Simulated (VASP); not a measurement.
## Al2O3: relaxation of cell and atoms with PBE

Al2O3:

```
CELL_PARAMETERS angstrom
2.37850 1.37323 4.32923
-2.37850 1.37323 4.32923
0.00000 -2.74646 4.32923
ATOMIC_POSITIONS crystal
Al 0.85218 0.85218 0.85218
Al 0.64782 0.64782 0.64782
Al 0.14782 0.14782 0.14782
Al 0.35218 0.35218 0.35218
O 0.05625 0.44375 0.75000
O 0.75000 0.05625 0.44375
O 0.44375 0.75000 0.05625
O 0.94375 0.55625 0.25000
O 0.25000 0.94375 0.55625
O 0.55625 0.25000 0.94375
```

| Item | Value |
| --- | --- |
| Program | VASP 6.6.1 |
| Task | relaxation of cell and atoms |
| Functional | PBE |
| Potentials or basis | VASP PAW PBE potentials, release 64 (Al, O) |
| Cutoff | 600 eV |
| k mesh | 6 × 6 × 6 |
| Occupations | gaussian, width 0.02 eV |
| Spin | no spin polarisation |
| Dipole correction | no |
| Further INCAR settings | ALGO = Normal; EDIFF = 1e-07; IBRION = 2; EDIFFG = -0.005; NSW = 100; ISIF = 3 |

* Relaxed volume: 8.75 Å³/atom
* Relaxed cell: a = 5.178 Å, b = 5.178 Å, c = 5.178 Å, α = 55.31°, β = 55.31°, γ = 55.31°
* Space group after relaxing (to 0.05 Å): R-3c (No. 167)
* Energy gained by relaxing: 5.9 meV/atom
* Ionic steps: 7
* Pressure after relaxing: -0.1 GPa
* Band gap on the k mesh: 5.87 eV, direct

The path:
```csv
step,energy change (eV),largest force (eV/Å),pressure (GPa),volume (Å³)
1,0.0000,0.0255,7.42,84.84
2,-0.0153,0.0580,-5.76,89.76
3,-0.0586,0.0217,-0.01,87.44
4,-0.0586,0.0209,0.13,87.38
5,-0.0587,0.0008,0.12,87.40
6,-0.0587,0.0007,0.12,87.40
7,-0.0587,0.0013,-0.08,87.47
```

Final structure:
```
Al O
1.0
     2.40328    1.38753    4.37177
    -2.40328    1.38753    4.37177
     0.00000   -2.77507    4.37177
Al O
4 6
Direct
  0.85216 0.85216 0.85216
  0.64784 0.64784 0.64784
  0.14784 0.14784 0.14784
  0.35216 0.35216 0.35216
  0.05617 0.44383 0.75000
  0.75000 0.05617 0.44383
  0.44383 0.75000 0.05617
  0.94383 0.55617 0.25000
  0.25000 0.94383 0.55617
  0.55617 0.25000 0.94383
```

Levels at points of the mesh, in eV from the valence-band top:
```tsv
k point	band 21	band 22	band 23	band 24	band 25	band 26	band 27	band 28
(0.00, 0.00, 0.00)	-0.46	-0.03	-0.03	0.00	5.87	8.91	10.38	11.28
(0.50, 0.00, 0.00)	-0.86	-0.86	-0.25	-0.25	9.15	9.15	9.36	9.36
(0.50, 0.50, 0.00)	-0.97	-0.87	-0.70	-0.23	9.37	9.50	9.63	10.15
(0.50, 0.50, 0.50)	-0.35	-0.35	-0.35	-0.35	8.37	8.37	10.86	10.86
```

Run time: 12 min on 1 thread of AMD EPYC 7R43 64-Core Processor (Zen 3) (shared host), peak memory 0.24 GiB.

PBE usually gives volumes a little too large and moduli too small. Zero-point motion and thermal expansion aren't in these numbers.
